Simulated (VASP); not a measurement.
Here is a VASP 6.6.1 calculation.

Contents of INCAR:

```
SYSTEM = B2N
PREC = Accurate ; ENCUT = 1330
EDIFF = 1E-6 ; ISMEAR = 0
SIGMA = 0.1 ; LREAL = .FALSE.
LASPH = .TRUE. ; NELM = 120
ALGO = Normal ; ISIF = 2
LWAVE = .FALSE. ; LCHARG = .TRUE.
GGA = PE ; LELF = .TRUE.
LVHAR = .TRUE. ; NBANDS = 20
GGA_COMPAT = .FALSE.
```

File KPOINTS:

```
regular mesh
0
G
  6 6 6
  0 0 0
```

Contents of POSCAR:

```
B2N
1.0
   -1.8051280899      1.8051280899      3.7518340360
    1.8051280899     -1.8051280899      3.7518340360
    1.8051280899      1.8051280899     -3.7518340360
B N
4 2
Direct
    0.2569450301      0.2569450301      0.5138900601
    0.2569450301      0.7430549699      0.0000000000
    0.7430549699      0.2569450301      0.0000000000
    0.7430549699      0.7430549699      0.4861099399
    0.6446408721      0.6446408721      0.0000000000
    0.3553591279      0.3553591279      0.0000000000
```

Potentials or basis: VASP PAW PBE potentials, release 64 (B_h, N_h).

Command:

```sh
$ cat potpaw_PBE.64/B_h/POTCAR potpaw_PBE.64/N_h/POTCAR > POTCAR
$ mpirun -np 1 vasp_std > vasp.out
```

(1) Predict the pressure.

(2) What does it give for the band gap on the k mesh?

(3) What does it give for the largest force?

Results:

(1) -0.1 GPa.

(2) zero (bands 11 and 12 overlap by 0.39 eV).

(3) 0.018 eV/Å.

Caveat: semilocal functionals underestimate gaps, and a narrow one can read as zero.
